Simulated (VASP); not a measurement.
# C (R-3m) in VASP: further runs

The runs below take C through single point, with r2SCAN.

Program: VASP 6.6.1. These are calculated values, not measurements. Logs are shortened: lines on timing, memory, paths and dates and some standing lists are left out, and cuts for length are marked.

## Step 1: The cell of the first run

The structure is trigonal, space group R-3m (No. 166). Conventional cell: a = 2.584 Å, b = 2.584 Å, c = 5.886 Å, α = 90.00°, β = 90.00°, γ = 120.00°. Within 2.0 Å of C (site symmetry 3m) lie 4 C at 1.47 to 1.57 Å.

## Step 2: Single point, r2SCAN

Input file POSCAR:

```
C
1.0
   -0.0852631213      1.7418037633      1.7418037633
    1.7418037633     -0.0852631213      1.7418037633
    1.7418037633      1.7418037633     -0.0852631213
C
2
Direct
    0.5000000000      0.5000000000      0.5000000000
    0.7500000000      0.7500000000      0.7500000000
```

Input file INCAR.step1:

```
SYSTEM = C
  ALGO = Normal
  EDIFF = 1E-4
  ENCUT = 520
  GGA = PE
  ISMEAR = 0
  LASPH = .TRUE.
  LCHARG = .FALSE.
  LREAL = .FALSE.
  LWAVE = .TRUE.
  NBANDS = 11
  NELM = 100
  PREC = Accurate
  SIGMA = 0.05
```

Input file INCAR.step2:

```
SYSTEM = C
  ALGO = Normal
  EDIFF = 1E-7
  ENCUT = 520
  ISIF = 2
  ISMEAR = 0
  ISTART = 1
  LASPH = .TRUE.
  LCHARG = .FALSE.
  LMIXTAU = .TRUE.
  LREAL = .FALSE.
  LWAVE = .FALSE.
  METAGGA = R2SCAN
  NBANDS = 11
  NELM = 100
  PREC = Accurate
  SIGMA = 0.05
```

Input file KPOINTS:

```
k-points
0
G
  12 12 12
  0 0 0
```

Potentials or basis: VASP PAW PBE potentials, release 64 (C).

Launch:

```
$ cat potpaw_PBE.64/C/POTCAR > POTCAR
$ cp INCAR.step1 INCAR
$ mpirun -np 1 vasp_std > vasp.out
$ cp INCAR.step2 INCAR
$ mpirun -np 1 vasp_std > vasp.out
```

OUTCAR:

```text
SYSTEM = C
   EDIFF = 1E-7
   ENCUT = 520
   ISIF = 2
   ISMEAR = 0
   ISTART = 1
   LASPH = .TRUE.
   LREAL = .FALSE.
   METAGGA = R2SCAN
   NELM = 100
   PREC = Accurate

 ion  position               nearest neighbor table
   1  0.500  0.500  0.500-   2 1.47   2 1.57   2 1.57   2 1.57
   2  0.750  0.750  0.750-   1 1.47   1 1.57   1 1.57   1 1.57

  LATTYP: Found a trigonal (rhomboedric) cell.
 ALAT       =     2.4647576959
 COS(alpha) =     0.4505091948

  Lattice vectors:

 A1 = (  -0.0852631213,   1.7418037633,   1.7418037633)
 A2 = (   1.7418037633,  -0.0852631213,   1.7418037633)
 A3 = (   1.7418037633,   1.7418037633,  -0.0852631213)

Analysis of symmetry for initial positions (statically):
=====================================================================
 Subroutine PRICEL returns:
 Original cell was already a primitive cell.

 Routine SETGRP: Setting up the symmetry group for a
 trigonal (rhombohedral) supercell.

 Subroutine GETGRP returns: Found 12 space group operations
 (whereof  6 operations were pure point group operations)
 out of a pool of 12 trial point group operations.

The static configuration has the point symmetry C_3v.
 The point group associated with its full space group is D_3d.

Analysis of symmetry for dynamics (positions and initial velocities):
=====================================================================
 Subroutine PRICEL returns:
 Original cell was already a primitive cell.

 Routine SETGRP: Setting up the symmetry group for a
 trigonal (rhombohedral) supercell.

 Subroutine GETGRP returns: Found 12 space group operations
 (whereof  6 operations were pure point group operations)
 out of a pool of 12 trial point group operations.

The dynamic configuration has the point symmetry C_3v.
 The point group associated with its full space group is D_3d.

 Subroutine INISYM returns: Found 12 space group operations
 (whereof  6 operations are pure point group operations),
 and found     1 'primitive' translations

----------------------------------------------------------------------------------------

                                     Primitive cell

  volume of cell :      11.3443

  direct lattice vectors                    reciprocal lattice vectors
    -0.085263121  1.741803763  1.741803763    -0.266796580  0.280528757  0.280528757
     1.741803763 -0.085263121  1.741803763     0.280528757 -0.266796580  0.280528757
     1.741803763  1.741803763 -0.085263121     0.280528757  0.280528757 -0.266796580

  length of vectors
     2.464757696  2.464757696  2.464757696     0.478093278  0.478093278  0.478093278

  position of ions in fractional coordinates (direct lattice)
     0.500000000  0.500000000  0.500000000
     0.750000000  0.750000000  0.750000000

  ion indices of the primitive-cell ions
   primitive index   ion index
                 1           1
                 2           2

----------------------------------------------------------------------------------------

 KPOINTS: k-points

Automatic generation of k-mesh.
 Grid dimensions read from file:
 generate k-points for:   12   12   12

 Generating k-lattice:

  Cartesian coordinates                     Fractional coordinates (reciprocal lattice)
    -0.022233048  0.023377396  0.023377396     0.083333333  0.000000000  0.000000000
     0.023377396 -0.022233048  0.023377396     0.000000000  0.083333333  0.000000000
     0.023377396  0.023377396 -0.022233048     0.000000000  0.000000000  0.083333333

  Length of vectors
     0.039841107  0.039841107  0.039841107

  Shift w.r.t. Gamma in fractional coordinates (k-lattice)
     0.000000000  0.000000000  0.000000000

 Subroutine IBZKPT returns following result:
 ===========================================

 Found    189 irreducible k-points:

 Following reciprocal coordinates:
            Coordinates               Weight
  0.000000  0.000000  0.000000      1.000000
  0.083333  0.000000  0.000000      6.000000
  0.166667  0.000000  0.000000      6.000000
  0.250000  0.000000  0.000000      6.000000
  0.333333  0.000000  0.000000      6.000000
  0.416667 -0.000000 -0.000000      6.000000
[... 16 lines left out ...]
  0.500000  0.166667  0.000000     12.000000
 -0.416667  0.166667 -0.000000     12.000000
 [... further k-points ...]
   k-points           NKPTS =    189   k-points in BZ     NKDIM =    189   number of bands    NBANDS=     11
   number of dos      NEDOS =    301   number of ions     NIONS =      2
   total plane-waves  NPLWV =   5832
   dimension x,y,z NGX =    18 NGY =   18 NGZ =   18
   dimension x,y,z NGXF=    36 NGYF=   36 NGZF=   36
   ions per type =               2
   NGX,Y,Z   is equivalent  to a cutoff of  12.14, 12.14, 12.14 a.u.
   NGXF,Y,Z  is equivalent  to a cutoff of  24.28, 24.28, 24.28 a.u.
 SYSTEM =  C
   PREC   = accura    normal or accurate (medium, high low for compatibility)
   ISTART =      1    job   : 0-new  1-cont  2-samecut
   ICHARG =      0    charge: 1-file 2-atom 10-const
   ISPIN  =      1    spin polarized calculation?
   LNONCOLLINEAR =      F non collinear calculations
   LSORBIT =      F    spin-orbit coupling
   LASPH  =      T    aspherical Exc in radial PAW
   ENCUT  =  520.0 eV  38.22 Ry    6.18 a.u.   4.58  4.58  4.58*2*pi/ulx,y,z
   NELM   =    100;   NELMIN=  2; NELMDL=  0     # of ELM steps
   EDIFF  = 0.1E-06   stopping-criterion for ELM
   LREAL  =      F    real-space projection
   EDIFFG = 0.1E-05   stopping-criterion for IOM
   NSW    =      0    number of steps for IOM
   IBRION =     -1    ionic relax: 0-MD 1-quasi-New 2-CG
   NFREE  =      0    steps in history (QN), initial steepest desc. (CG)
   ISIF   =      2    stress and relaxation
   ISYM   =      2    0-nonsym 1-usesym 2-fastsym
   POTIM  = 0.5000    time-step for ionic-motion
   TEBEG  =    0.0;   TEEND  =   0.0 temperature during run
   PSTRESS=    0.0 pullay stress
   NELECT =       8.0000    total number of electrons
   NUPDOWN=      -1.0000    fix difference up-down
   EMIN   =  10.00;   EMAX   =-10.00  energy-range for DOS
   EFERMI =   0.00;   METHOD = LEGACY
   ISMEAR =     0;   SIGMA  =   0.05  broadening in eV -4-tet -1-fermi 0-gaus
   EFERMI_NEDOS =   21; number of points for ismear=-14 and -15
   IALGO  =     38    algorithm
   IMIX   =      4    mixing-type and parameters
     AMIX     =   0.40;   BMIX     =  1.00
     AMIX_MAG =   1.60;   BMIX_MAG =  1.00
  volume/ion in A,a.u.               =       5.67        38.28
  Fermi-wavevector in a.u.,A,eV,Ry     =   1.457178  2.753668 28.890189  2.123369
  Thomas-Fermi vector in A             =   2.574010
   LORBIT       =      0    0 simple, 1 ext, 2 COOP (PROOUT), +10 PAW based schemes
   METAGGA = R2SCAN    functional components
   LHFCALC =     F    Hartree Fock is set to
   AEXX    =    0.0000 exact exchange contribution
   IVDW    =     0    specifies the selected vdW correction
   LEPSILON=     F    determine dielectric tensor
   LRPA    =     F    only Hartree local field effects (RPA)
 non-spin polarized calculation
 Gauss-broadening in eV      SIGMA  =   0.05
  energy-cutoff  :      520.00
  volume of cell :       11.34
 maximum number of plane-waves:       319
   NGX =  9   NGY =  9   NGZ =  9

 number of electron       8.0000001 magnetization

 Free energy of the ion-electron system (eV)
  ---------------------------------------------------
  ext. energy  EPLUGINS =         0.00000000
  ---------------------------------------------------
  free energy    TOTEN  =       -19.50758610 eV

  energy without entropy =      -19.50758610  energy(sigma->0) =      -19.50758610

 E-fermi :  10.0493     XC(G=0): -14.2547

 val. band max:        9.7595553792   @ k =   0.0000   0.0000   0.0000
 cond. band min:      13.7432153940   @ k =   0.4167   0.4167  -0.0000
 fundamental gap:      3.9836600148
 Fermi energy:        10.0492753799

 k-point     1 :       0.0000    0.0000    0.0000
  band No.  band energies     occupation
      1     -13.0064      2.00000
      2       9.5529      2.00000
      3       9.7596      2.00000
      4       9.7596      2.00000
      5      14.7991      0.00000
      6      14.7991      0.00000
      7      16.5915      0.00000
      8      24.1659      0.00000
      9      30.2172      0.00000
     10      37.2123      0.00000
     11      37.2123      0.00000

 k-point     2 :       0.0833    0.0000    0.0000
  band No.  band energies     occupation
      1     -12.8125      2.00000
      2       8.2478      2.00000
      3       9.3013      2.00000
      4       9.4452      2.00000
      5      15.2336      0.00000
      6      15.7162      0.00000
      7      17.1058      0.00000
      8      24.3090      0.00000
      9      30.4877      0.00000
     10      34.8788      0.00000
     11      35.8448      0.00000

 k-point     3 :       0.1667    0.0000    0.0000
  band No.  band energies     occupation
      1     -12.2338      2.00000
      2       5.4504      2.00000
      3       8.6325      2.00000
      4       8.7778      2.00000
      5      16.1841      0.00000
      6      16.9160      0.00000
      7      18.3263      0.00000
      8      24.7303      0.00000
      9      31.0344      0.00000
     10      33.0576      0.00000
     11      34.7723      0.00000

 k-point     4 :       0.2500    0.0000    0.0000
  band No.  band energies     occupation
      1     -11.2812      2.00000
      2       2.4465      2.00000
      3       7.9112      2.00000
      4       8.1059      2.00000
      5      17.1035      0.00000
      6      17.7319      0.00000
      7      19.4671      0.00000
      8      25.3293      0.00000
      9      31.3801      0.00000
     10      32.3920      0.00000
     11      34.8047      0.00000
[... 239 lines left out ...]
 k-point    22 :       0.4167    0.1667   -0.0000
  band No.  band energies     occupation
      1      -8.7414      2.00000
      2      -0.9748      2.00000
      3       5.3121      2.00000
      4       5.8440      2.00000
      5      16.9740      0.00000
      6      20.7346      0.00000
      7      22.1770      0.00000
      8      22.5704      0.00000
      9      31.6689      0.00000
     10      33.5955      0.00000
     11      38.0044      0.00000

 k-point    23 :       0.5000    0.1667    0.0000
  band No.  band energies     occupation
      1      -7.2481      2.00000
      2      -3.1269      2.00000
      3       4.5747      2.00000
      4       5.8714      2.00000
      5      17.5777      0.00000
      6      20.6667      0.00000
      7      22.3246      0.00000
      8      24.0310      0.00000
      9      30.9224      0.00000
     10      34.7065      0.00000
     11      37.2950      0.00000

 k-point    24 :      -0.4167    0.1667   -0.0000
  band No.  band energies     occupation
      1      -6.9968      2.00000
      2      -3.4242      2.00000
      3       4.0200      2.00000
      4       6.2091      2.00000
      5      18.0304      0.00000
      6      20.3442      0.00000
      7      22.2095      0.00000
      8      25.6765      0.00000
      9      29.9631      0.00000
     10      35.2091      0.00000
     11      35.7668      0.00000

 [... further k-points ...]
[... 5 lines left out ...]
  --------------------------------------------------------------------------------------
  -------------------------------------------------------------------------------------
  Total        0.1305208      0.1305208      0.1305208      2.0953474      2.0953474      2.0953474
  in kB       18.4337649     18.4337649     18.4337649    295.9309152    295.9309152    295.9309152
  external PRESSURE =      18.4337649 kB  Pullay stress =       0.0000000 kB

 VOLUME and BASIS-vectors are now :
 -----------------------------------------------------------------------------
  energy-cutoff  :      520.00
  volume of cell :       11.34
      direct lattice vectors                 reciprocal lattice vectors
    -0.085263121  1.741803763  1.741803763    -0.266796580  0.280528757  0.280528757
     1.741803763 -0.085263121  1.741803763     0.280528757 -0.266796580  0.280528757
     1.741803763  1.741803763 -0.085263121     0.280528757  0.280528757 -0.266796580

 POSITION                                       TOTAL-FORCE (eV/Angst)
 -----------------------------------------------------------------------------------
      1.69917      1.69917      1.69917        -0.304777     -0.304777     -0.304777
      2.54876      2.54876      2.54876         0.304777      0.304777      0.304777
 -----------------------------------------------------------------------------------
    total drift:                                0.000000     -0.000000      0.000000

  FREE ENERGIE OF THE ION-ELECTRON SYSTEM (eV)
  ---------------------------------------------------
  free  energy   TOTEN  =       -19.5075860995 eV

  energy  without entropy=      -19.5075860995  energy(sigma->0) =      -19.50758610
```

It took 1.9 min on 1 thread of Intel Xeon 8259CL, shared host; peak memory 0.13 GiB.

What came out:

```yaml
Free_energy: -19.5076 eV
Pressure: 1.8 GPa
Largest_force: 0.528 eV/Å
Band_gap_on_the_k_mesh: 3.98 eV, indirect (least direct gap 5.04 eV)
```

Forces on the atoms (eV/Å):
```
C   -0.305 -0.305 -0.305
C    0.305  0.305  0.305
```

Stress tensor (GPa, compression positive):
```
 1.84 29.59 29.59
29.59  1.84 29.59
29.59 29.59  1.84
```

Caveat: the PAW data sets were made with another functional, which shifts forces and pressure a little. A k mesh can miss the band edges.

## Step 3: Single point, r2SCAN

This run uses another cell than the first one, of the same volume but with other edges.

Input file POSCAR:

```
C
1.0
    0.0927056575      1.8309367356      1.8309367356
    1.8309367356      0.0927056575      1.8309367356
    1.8309367356      1.8309367356      0.0927056575
C
2
Direct
    0.5000000000      0.5000000000      0.5000000000
    0.7500000000      0.7500000000      0.7500000000
```

Input file INCAR.step1:

```
PREC = Accurate
ENCUT = 520
ISMEAR = 0
SIGMA = 0.05
LREAL = F
LASPH = T
NELM = 60
NBANDS = 11
GGA = PE
ALGO = Normal
EDIFF = 1E-4
LWAVE = T
LCHARG = F
```

Input file INCAR.step2:

```
PREC = Accurate
ENCUT = 520
EDIFF = 1E-6
ISMEAR = 0
SIGMA = 0.05
LREAL = F
LASPH = T
NELM = 60
ALGO = Normal
ISIF = 2
LWAVE = F
LCHARG = F
METAGGA = R2SCAN
LMIXTAU = T
NBANDS = 11
ISTART = 1
```

Input file KPOINTS:

```
regular mesh
0
Gamma
  12 12 12
```

Potentials or basis: VASP PAW PBE potentials, release 64 (C).

Launch:

```
$ cat potpaw_PBE.64/C/POTCAR > POTCAR
$ cp INCAR.step1 INCAR
$ mpirun -np 1 vasp_std > vasp.out
$ cp INCAR.step2 INCAR
$ mpirun -np 1 vasp_std > vasp.out
```

It took 2.2 min on 1 thread of Intel Xeon 8259CL, shared host; peak memory 0.13 GiB.

The run converged. Its results:

```
Free energy            : -19.4986 eV
Pressure               : 1.9 GPa
Largest force          : 0.131 eV/Å
Band gap on the k mesh : 3.88 eV, direct
```

Forces in eV/Å, atoms in the order of the input:
```
C   -0.076 -0.076 -0.076
C    0.076  0.076  0.076
```

Stress tensor (GPa, compression positive):
```
  1.93 -28.72 -28.72
-28.72   1.93 -28.72
-28.72 -28.72   1.93
```

Levels at points of the mesh, in eV from the valence-band top:
```tsv
k point	band 2	band 3	band 4	band 5	band 6	band 7
(0.00, 0.00, 0.00)	-0.24	0.00	0.00	3.88	6.58	6.58
(0.50, 0.00, 0.00)	-14.15	-3.34	-3.15	7.07	9.33	9.51
(0.50, 0.50, 0.00)	-13.40	-7.14	-6.19	3.97	6.01	17.35
(0.50, 0.50, 0.50)	-14.01	-2.31	-2.31	9.26	9.26	10.96
```

Caveat: the PAW data sets were made with another functional, which shifts forces and pressure a little.
